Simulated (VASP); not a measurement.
# Ta3Cu (I4/mmm) in VASP: notebook

Runs on Ta3Cu. Level: PBEsol. Tasks: single point.

Program: VASP 6.6.1. These are calculated values, not measurements. Logs are shortened: lines on timing, memory, paths and dates and some standing lists are left out, and cuts for length are marked.

**1. The cell of the first run**

It takes space group I4/mmm (No. 139, tetragonal). The conventional cell has a = 4.013 Å, b = 4.013 Å, c = 8.416 Å, α = 90.00°, β = 90.00°, γ = 90.00°. Ta (site symmetry 4/mmm) has 4 Cu at 2.84 Å and 8 Ta at 2.91 Å within 3.7 Å. Within 3.7 Å of Ta (site symmetry -4m2) lie 8 Ta at 2.84 to 2.91 Å and 4 Cu at 2.91 Å. Within 3.7 Å of Cu (site symmetry 4/mmm) lie 12 Ta at 2.84 to 2.91 Å.

**2. Single point, PBEsol**

Contents of INCAR:

```
SYSTEM = Ta3Cu
  ALGO = Fast
  EDIFF = 1E-7
  ENCUT = 520
  GGA = PS
  ISIF = 2
  ISMEAR = -1
  LASPH = .TRUE.
  LCHARG = .FALSE.
  LREAL = .FALSE.
  LWAVE = .FALSE.
  NBANDS = 30
  NELM = 100
  PREC = Accurate
  SIGMA = 0.05
```

Contents of KPOINTS:

```
k-points
0
G
  9 9 9
  0 0 0
```

Contents of POSCAR:

```
Ta3Cu
1.0
   -2.0065070000      2.0065070000      4.2081700000
    2.0065070000     -2.0065070000      4.2081700000
    2.0065070000      2.0065070000     -4.2081700000
Ta Cu
3 1
Direct
    0.5000000000      0.5000000000      0.0000000000
    0.2500000000      0.7500000000      0.5000000000
    0.7500000000      0.2500000000      0.5000000000
    0.0000000000      0.0000000000      0.0000000000
```

Potentials or basis: VASP PAW PBE potentials, release 64 (Ta_pv, Cu).

Command:

```
cat potpaw_PBE.64/Ta_pv/POTCAR potpaw_PBE.64/Cu/POTCAR > POTCAR
mpirun -np 1 vasp_std > vasp.out
```

OUTCAR:

```text
SYSTEM = Ta3Cu
   EDIFF = 1E-7
   ENCUT = 520
   GGA = PS
   ISIF = 2
   ISMEAR = -1
   LASPH = .TRUE.
   LREAL = .FALSE.
   NELM = 100
   PREC = Accurate

 ion  position               nearest neighbor table
   1  0.500  0.500  0.000-   4 2.84   4 2.84   4 2.84   4 2.84   3 2.91   2 2.91   3 2.91   3 2.91
                             2 2.91   2 2.91   3 2.91   2 2.91
   2  0.250  0.750  0.500-   3 2.84   3 2.84   3 2.84   3 2.84   4 2.91   1 2.91   4 2.91   1 2.91
                             4 2.91   4 2.91   1 2.91   1 2.91
   3  0.750  0.250  0.500-   2 2.84   2 2.84   2 2.84   2 2.84   4 2.91   1 2.91   4 2.91   4 2.91
                             1 2.91   1 2.91   4 2.91   1 2.91
   4  0.000  0.000  0.000-   1 2.84   1 2.84   1 2.84   1 2.84   3 2.91   2 2.91   3 2.91   2 2.91
                             3 2.91   3 2.91   2 2.91   2 2.91

  LATTYP: Found a body centered tetragonal cell.
 ALAT       =     4.0130140000
 C/A-ratio  =     2.0972615595

  Lattice vectors:

 A1 = (  -2.0065070000,   2.0065070000,   4.2081700000)
 A2 = (   2.0065070000,  -2.0065070000,   4.2081700000)
 A3 = (   2.0065070000,   2.0065070000,  -4.2081700000)

Analysis of symmetry for initial positions (statically):
=====================================================================
 Subroutine PRICEL returns:
 Original cell was already a primitive cell.

 Routine SETGRP: Setting up the symmetry group for a
 body centered tetragonal supercell.

 Subroutine GETGRP returns: Found 16 space group operations
 (whereof 16 operations were pure point group operations)
 out of a pool of 16 trial point group operations.

The static configuration has the point symmetry D_4h.

Analysis of symmetry for dynamics (positions and initial velocities):
=====================================================================
 Subroutine PRICEL returns:
 Original cell was already a primitive cell.

 Routine SETGRP: Setting up the symmetry group for a
 body centered tetragonal supercell.

 Subroutine GETGRP returns: Found 16 space group operations
 (whereof 16 operations were pure point group operations)
 out of a pool of 16 trial point group operations.

The dynamic configuration has the point symmetry D_4h.

 Subroutine INISYM returns: Found 16 space group operations
 (whereof 16 operations are pure point group operations),
 and found     1 'primitive' translations

----------------------------------------------------------------------------------------

                                     Primitive cell

  volume of cell :      67.7696

  direct lattice vectors                    reciprocal lattice vectors
    -2.006507000  2.006507000  4.208170000     0.000000000  0.249189263  0.118816493
     2.006507000 -2.006507000  4.208170000     0.249189263  0.000000000  0.118816493
     2.006507000  2.006507000 -4.208170000     0.249189263  0.249189263  0.000000000

  length of vectors
     5.075513317  5.075513317  5.075513317     0.276066383  0.276066383  0.352406835

  position of ions in fractional coordinates (direct lattice)
     0.500000000  0.500000000  0.000000000
     0.250000000  0.750000000  0.500000000
     0.750000000  0.250000000  0.500000000
     0.000000000  0.000000000  0.000000000

  ion indices of the primitive-cell ions
   primitive index   ion index
                 1           1
                 2           2
                 3           3
                 4           4

----------------------------------------------------------------------------------------

 KPOINTS: k-points

Automatic generation of k-mesh.
 Grid dimensions read from file:
 generate k-points for:    9    9    9

 Generating k-lattice:

  Cartesian coordinates                     Fractional coordinates (reciprocal lattice)
     0.000000000  0.027687696  0.013201833     0.111111111 -0.000000000  0.000000000
     0.027687696  0.000000000  0.013201833    -0.000000000  0.111111111  0.000000000
     0.027687696  0.027687696  0.000000000     0.000000000  0.000000000  0.111111111

  Length of vectors
     0.030674043  0.030674043  0.039156315

  Shift w.r.t. Gamma in fractional coordinates (k-lattice)
     0.000000000  0.000000000  0.000000000

 Subroutine IBZKPT returns following result:
 ===========================================

 Found     75 irreducible k-points:

 Following reciprocal coordinates:
            Coordinates               Weight
  0.000000  0.000000  0.000000      1.000000
  0.111111  0.000000 -0.000000      8.000000
  0.222222  0.000000 -0.000000      8.000000
  0.333333  0.000000 -0.000000      8.000000
  0.444444  0.000000 -0.000000      8.000000
  0.111111  0.111111 -0.000000      8.000000
[... 16 lines left out ...]
 -0.333333  0.333333  0.000000      4.000000
  0.444444  0.444444 -0.000000      8.000000
 [... further k-points ...]
   k-points           NKPTS =     75   k-points in BZ     NKDIM =     75   number of bands    NBANDS=     30
   number of dos      NEDOS =    301   number of ions     NIONS =      4
   total plane-waves  NPLWV =  64000
   dimension x,y,z NGX =    40 NGY =   40 NGZ =   40
   dimension x,y,z NGXF=    80 NGYF=   80 NGZF=   80
   ions per type =               3   1
   NGX,Y,Z   is equivalent  to a cutoff of  13.10, 13.10, 13.10 a.u.
   NGXF,Y,Z  is equivalent  to a cutoff of  26.20, 26.20, 26.20 a.u.
 SYSTEM =  Ta3Cu
   PREC   = accura    normal or accurate (medium, high low for compatibility)
   ISTART =      0    job   : 0-new  1-cont  2-samecut
   ICHARG =      2    charge: 1-file 2-atom 10-const
   ISPIN  =      1    spin polarized calculation?
   LNONCOLLINEAR =      F non collinear calculations
   LSORBIT =      F    spin-orbit coupling
   LASPH  =      T    aspherical Exc in radial PAW
   ENCUT  =  520.0 eV  38.22 Ry    6.18 a.u.   9.44  9.44  9.44*2*pi/ulx,y,z
   NELM   =    100;   NELMIN=  2; NELMDL= -5     # of ELM steps
   EDIFF  = 0.1E-06   stopping-criterion for ELM
   LREAL  =      F    real-space projection
   EDIFFG = 0.1E-05   stopping-criterion for IOM
   NSW    =      0    number of steps for IOM
   IBRION =     -1    ionic relax: 0-MD 1-quasi-New 2-CG
   NFREE  =      0    steps in history (QN), initial steepest desc. (CG)
   ISIF   =      2    stress and relaxation
   ISYM   =      2    0-nonsym 1-usesym 2-fastsym
   POTIM  = 0.5000    time-step for ionic-motion
   TEBEG  =    0.0;   TEEND  =   0.0 temperature during run
   PSTRESS=    0.0 pullay stress
   NELECT =      44.0000    total number of electrons
   NUPDOWN=      -1.0000    fix difference up-down
   EMIN   =  10.00;   EMAX   =-10.00  energy-range for DOS
   EFERMI =   0.00;   METHOD = LEGACY
   ISMEAR =    -1;   SIGMA  =   0.05  broadening in eV -4-tet -1-fermi 0-gaus
   EFERMI_NEDOS =   21; number of points for ismear=-14 and -15
   IALGO  =     68    algorithm
   IMIX   =      4    mixing-type and parameters
     AMIX     =   0.40;   BMIX     =  1.00
     AMIX_MAG =   1.60;   BMIX_MAG =  1.00
  volume/ion in A,a.u.               =      16.94       114.33
  Fermi-wavevector in a.u.,A,eV,Ry     =   1.417580  2.678837 27.341349  2.009532
  Thomas-Fermi vector in A             =   2.538795
   LORBIT       =      0    0 simple, 1 ext, 2 COOP (PROOUT), +10 PAW based schemes
   GGA     = PS    functional components
   LHFCALC =     F    Hartree Fock is set to
   AEXX    =    0.0000 exact exchange contribution
   IVDW    =     0    specifies the selected vdW correction
   LEPSILON=     F    determine dielectric tensor
   LRPA    =     F    only Hartree local field effects (RPA)
 non-spin polarized calculation
 RMM-DIIS sequential band-by-band and
  energy-cutoff  :      520.00
  volume of cell :       67.77
 maximum number of plane-waves:      1863
 NGX is ok and might be reduce to    40
   NGX = 19   NGY = 19   NGZ = 19

 number of electron      43.9999994 magnetization

 Free energy of the ion-electron system (eV)
  ---------------------------------------------------
  ext. energy  EPLUGINS =         0.00000000
  ---------------------------------------------------
  free energy    TOTEN  =       -41.24651770 eV

  energy without entropy =      -41.21205727  energy(sigma->0) =      -41.22928749

 E-fermi :   5.8242     XC(G=0): -12.6054

 val. band max:        5.8002157909   @ k =  -0.2222   0.3333   0.1111
 cond. band min:       5.8248789257   @ k =  -0.2222   0.4444   0.1111
 fundamental gap:      0.0246631348
 Fermi energy:         5.8241967246

 k-point     1 :       0.0000    0.0000    0.0000
  band No.  band energies     occupation
      1     -28.7467      2.00000
      2     -28.5935      2.00000
      3     -28.5935      2.00000
      4     -28.3905      2.00000
      5     -28.3905      2.00000
      6     -28.2335      2.00000
[... 22 lines left out ...]
     29      10.1286      0.00000
     30      11.2148      0.00000

 k-point     2 :       0.1111    0.0000   -0.0000
  band No.  band energies     occupation
      1     -28.7416      2.00000
      2     -28.5811      2.00000
      3     -28.5756      2.00000
      4     -28.4172      2.00000
      5     -28.3833      2.00000
      6     -28.1984      2.00000
[... 22 lines left out ...]
     29      10.4952      0.00000
     30      10.8778      0.00000

 k-point     3 :       0.2222    0.0000   -0.0000
  band No.  band energies     occupation
      1     -28.7143      2.00000
      2     -28.5677      2.00000
      3     -28.5503      2.00000
      4     -28.4190      2.00000
      5     -28.3584      2.00000
      6     -28.1427      2.00000
[... 22 lines left out ...]
     29      10.0522      0.00000
     30      10.7949      0.00000

 k-point     4 :       0.3333    0.0000   -0.0000
  band No.  band energies     occupation
      1     -28.6721      2.00000
      2     -28.5741      2.00000
      3     -28.5179      2.00000
      4     -28.3643      2.00000
      5     -28.3086      2.00000
      6     -28.1072      2.00000
[... 616 lines left out ...]
     29       9.5586      0.00000
     30      10.1590      0.00000

 k-point    23 :      -0.3333    0.3333    0.0000
  band No.  band energies     occupation
      1     -28.8471      2.00000
      2     -28.6610      2.00000
      3     -28.5328      2.00000
      4     -28.4190      2.00000
      5     -28.3367      2.00000
      6     -28.0123      2.00000
[... 22 lines left out ...]
     29       9.3159      0.00000
     30      10.7792      0.00000

 k-point    24 :       0.4444    0.4444   -0.0000
  band No.  band energies     occupation
      1     -28.8651      2.00000
      2     -28.7387      2.00000
      3     -28.6773      2.00000
      4     -28.4160      2.00000
      5     -28.2748      2.00000
      6     -27.9785      2.00000
[... 22 lines left out ...]
     29       9.8078      0.00000
     30       9.8540      0.00000

 [... further k-points ...]

------------------------ aborting loop because EDIFF is reached ----------------------------------------

  FORCE on cell =-STRESS in cart. coord.  units (eV):
  Direction    XX          YY          ZZ          XY          YZ          ZX
  --------------------------------------------------------------------------------------
  -------------------------------------------------------------------------------------
  Total       -2.4622604     -2.4622604     -2.6743183      0.0000000      0.0000000      0.0000000
  in kB      -58.2116539    -58.2116539    -63.2250307      0.0000000      0.0000000      0.0000000
  external PRESSURE =     -59.8827795 kB  Pullay stress =       0.0000000 kB

 VOLUME and BASIS-vectors are now :
 -----------------------------------------------------------------------------
  energy-cutoff  :      520.00
  volume of cell :       67.77
      direct lattice vectors                 reciprocal lattice vectors
    -2.006507000  2.006507000  4.208170000     0.000000000  0.249189263  0.118816493
     2.006507000 -2.006507000  4.208170000     0.249189263  0.000000000  0.118816493
     2.006507000  2.006507000 -4.208170000     0.249189263  0.249189263  0.000000000

 POSITION                                       TOTAL-FORCE (eV/Angst)
 -----------------------------------------------------------------------------------
      0.00000      0.00000      4.20817        -0.000000     -0.000000     -0.000000
      2.00651      0.00000      2.10408         0.000000     -0.000000      0.000000
      0.00000      2.00651      2.10408        -0.000000      0.000000     -0.000000
      0.00000      0.00000      0.00000        -0.000000     -0.000000     -0.000000
 -----------------------------------------------------------------------------------
    total drift:                               -0.000000     -0.000000      0.000000

  FREE ENERGIE OF THE ION-ELECTRON SYSTEM (eV)
  ---------------------------------------------------
  free  energy   TOTEN  =       -41.2465177006 eV

  energy  without entropy=      -41.2120572738  energy(sigma->0) =      -41.22928749
```

It took 2.9 min on 1 thread of Intel Xeon 6975P-C (Granite Rapids), shared host; peak memory 0.33 GiB.

Results:

* Free energy: -41.2465 eV
* Pressure: -6.0 GPa
* Band gap on the k mesh: zero (band 22 reaches 6.68 eV, above the bottom of band 23 at 5.36 eV)

Caveat: the PAW data sets were made with another functional, which shifts forces and pressure a little; spin-orbit coupling is left out, which moves the levels of the heavy elements.

**3. Single point, PBEsol**

This run uses another cell than the first one, of 17.28 Å³/atom, 1.020 times its volume.

Contents of INCAR:

```
SYSTEM = Ta3Cu
ALGO = Fast
EDIFF = 1E-6
ENCUT = 520
GGA = PS
ISIF = 2
ISMEAR = -1
LASPH = .TRUE.
LCHARG = .FALSE.
LREAL = .FALSE.
LWAVE = .FALSE.
NBANDS = 30
NELM = 80
PREC = Accurate
SIGMA = 0.05
```

KPOINTS is that of step 2.

Contents of POSCAR:

```
Ta3Cu
1.0
   -2.0197955131      2.0197955131      4.2360394877
    2.0197955131     -2.0197955131      4.2360394877
    2.0197955131      2.0197955131     -4.2360394877
Ta Cu
3 1
Direct
    0.5000000000      0.5000000000      0.0000000000
    0.2500000000      0.7500000000      0.5000000000
    0.7500000000      0.2500000000      0.5000000000
    0.0000000000      0.0000000000      0.0000000000
```

Potentials or basis: VASP PAW PBE potentials, release 64 (Ta_pv, Cu).

Command:

```
cat potpaw_PBE.64/Ta_pv/POTCAR potpaw_PBE.64/Cu/POTCAR > POTCAR
mpirun -np 1 vasp_std > vasp.out
```

It took 2.8 min on 1 thread of Intel Xeon 6975P-C (Granite Rapids), shared host; peak memory 0.33 GiB.

The run converged. Its results:

```
Free energy            : -41.1821 eV
Pressure               : -9.0 GPa
Band gap on the k mesh : zero (band 22 reaches 6.47 eV, above the bottom of band 23 at 5.20 eV)
```

Stress tensor (GPa, compression positive):
```
-8.92  0.00  0.00
 0.00 -8.92  0.00
 0.00  0.00 -9.30
```

Levels at points of the mesh, in eV from the Fermi level:
```
           k point  band 18  band 19  band 20  band 21  band 22  band 23  band 24  band 25  band 26  band 27
(0.00, 0.00, 0.00)    -1.84    -1.59    -1.59    -0.17    -0.17     0.06     1.94     2.18     2.40     2.70
```

Caveat: the PAW data sets were made with another functional, which shifts forces and pressure a little; spin-orbit coupling is left out, which moves the levels of the heavy elements.
